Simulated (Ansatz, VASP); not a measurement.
**ZnS: VASP beside Ansatz**

Contents of INCAR:

```
SYSTEM = ZnS
PREC     = Accurate       ! precision mode
ENCUT    = 520            ! plane-wave cutoff, eV
EDIFF    = 1E-6           ! SCF threshold, eV
ISMEAR   = 0              ! smearing method
SIGMA    = 0.05           ! smearing width, eV
LREAL    = .FALSE.        ! projectors in reciprocal space
LASPH    = .TRUE.         ! aspherical terms in the spheres
NELM     = 80             ! most SCF steps
ALGO     = Normal         ! electronic algorithm
ISIF     = 2              ! what is computed and relaxed
LWAVE    = .FALSE.        ! write WAVECAR
LCHARG   = .FALSE.        ! write CHGCAR
GGA      = PE             ! functional
NBANDS   = 16             ! bands
```

KPOINTS

```
regular mesh
0
G
  10 10 10
  0 0 0
```

POSCAR

```
ZnS
1.0
    0.0000000000      2.4882780000      2.8128360000
    2.4882780000      0.0000000000      2.8128360000
    2.4882780000      2.4882780000      0.0000000000
Zn S
1 1
Direct
    0.0000000000      0.0000000000      0.0000000000
    0.7500000000      0.7500000000      0.7500000000
```

Input for Ansatz:

```yaml
crystal:
  lattice:
    - [0.0, 2.488278, 2.812836]
    - [2.488278, 0.0, 2.812836]
    - [2.488278, 2.488278, 0.0]
  atoms:
    - { symbol: Zn, position: [0.0, 0.0, 0.0] }
    - { symbol: S, position: [0.75, 0.75, 0.75] }
basis:
  ecutwfc: 420
kpoints:
  mp_grid: { grid: [10, 10, 10] }
hamiltonian:
  xc: pbe
scf:
  occupations: { method: gaussian, width: 0.05 }
output:
  forces: true
  stress: true
  eigenvalues: true
```

Change from the starting cell: strain -0.080 along x and y, +0.040 along z, atoms carried along.

Alike in both runs: task single point; functional PBE; k mesh 10 × 10 × 10; occupations gaussian, width 0.05 eV; no spin polarisation.

|  | VASP | Ansatz |
| --- | --- | --- |
| version | VASP 6.6.1 | Ansatz 0.2.0 |
| potentials or method | VASP PAW PBE potentials, release 64 (Zn, S), cutoff 520 eV | scalar-relativistic, plane waves, PAW |
| valence electrons in the cell | 18 | 18 |

VASP gave:

* gap on the k mesh at the Fermi level (eV): 2.43
* least direct gap on the mesh (eV): 2.43
* pressure (GPa): 13.7
* traceless stress, the component that is largest in VASP (GPa): -3.73

Q: What did Ansatz give for the same quantities?

A: gap on the k mesh at the Fermi level (eV): 2.42; least direct gap on the mesh (eV): 2.42; pressure (GPa): 13.5; traceless stress, the component that is largest in VASP (GPa): -3.76.
